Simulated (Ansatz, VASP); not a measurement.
**SiC in VASP and in Ansatz**

File INCAR:

```
  ALGO = Normal
  EDIFF = 1E-8
  ENCUT = 520
  GGA = PE
  ISIF = 2
  ISMEAR = -1
  LASPH = True
  LCHARG = False
  LEFG = True
  LREAL = False
  LWAVE = False
  NBANDS = 11
  NELM = 60
  PREC = Accurate
  SIGMA = 0.05
```

Contents of KPOINTS:

```
k-points
0
Gamma
  22 22 22
```

Contents of POSCAR:

```
SiC
1.0
    0.0000000000      2.1740000000      2.1740000000
    2.1740000000      0.0000000000      2.1740000000
    2.1740000000      2.1740000000      0.0000000000
Si C
1 1
Direct
    0.0000000000      0.0000000000      0.0000000000
    0.7500000000      0.7500000000      0.7500000000
```

Input for Ansatz:

```yaml
crystal:
  lattice:
    - [0.0, 2.174, 2.174]
    - [2.174, 0.0, 2.174]
    - [2.174, 2.174, 0.0]
  atoms:
    - { symbol: Si, position: [0.0, 0.0, 0.0] }
    - { symbol: C, position: [0.75, 0.75, 0.75] }
kpoints:
  mp_grid: { grid: [22, 22, 22] }
scf:
  occupations: { method: fermi_dirac, width: 0.05 }
hamiltonian:
  xc: pbe
  pseudopotentials: { kind: paw }
output:
  forces: true
  stress: true
  eigenvalues: true
  efg: { contact_densities: true }
```

Alike in both runs: task electric field gradients; functional PBE; k mesh 22 × 22 × 22; occupations fermi-dirac, width 0.05 eV; no spin polarisation.

```csv
,VASP,Ansatz
version,VASP 6.6.1,Ansatz 0.2.0
potentials or method,"VASP PAW PBE potentials, release 64 (Si, C)","PAW with Ansatz's default frozen-core files, scalar-relativistic"
plane-wave cutoff (eV),520,420
valence electrons in the cell,8,8
```

|  | VASP | Ansatz | Ansatz less VASP |
| --- | --- | --- | --- |
| pressure (GPa) | 4.8 | 4.8 | +0.06 |

The functional is the same, so the differences come from potentials, cutoffs and numerics.
